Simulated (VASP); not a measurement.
Crystal: Al.

```
Al
1.0
     0.00000    1.99137    1.99137
     1.99137    0.00000    1.99137
     1.99137    1.99137    0.00000
Al
1
Direct
  0.00000 0.00000 0.00000
```

```yaml
Program: VASP 6.6.1
Task: relaxation of cell and atoms
Functional: PBEsol
Potentials_or_basis: VASP PAW PBE potentials, release 64 (Al)
Cutoff: 600 eV
k_mesh: 18 × 18 × 18
Occupations: gaussian, width 0.1 eV
Spin: no spin polarisation
```

At the start: pressure 2.1 GPa; volume 15.79 Å³/atom.

**Question.** Where does the relaxation end?

**Answer.** Over 3 steps the energy falls by 2.6 meV/atom and the volume is 16.19 Å³/atom (+2.5 %); space group Fm-3m (No. 225, to 0.05 Å).

The path:
```csv
step,energy change (eV),largest force (eV/Å),pressure (GPa),volume (Å³)
1,0.0000,0.0000,2.14,15.79
2,-0.0025,0.0000,-0.42,16.28
3,-0.0026,0.0000,0.00,16.19
```

Final structure:
```
CELL_PARAMETERS angstrom
0.00000 2.00801 2.00801
2.00801 0.00000 2.00801
2.00801 2.00801 0.00000
ATOMIC_POSITIONS crystal
Al 0.00000 0.00000 0.00000
```

Caveat: the PAW data sets were made with another functional, which shifts forces and pressure a little.
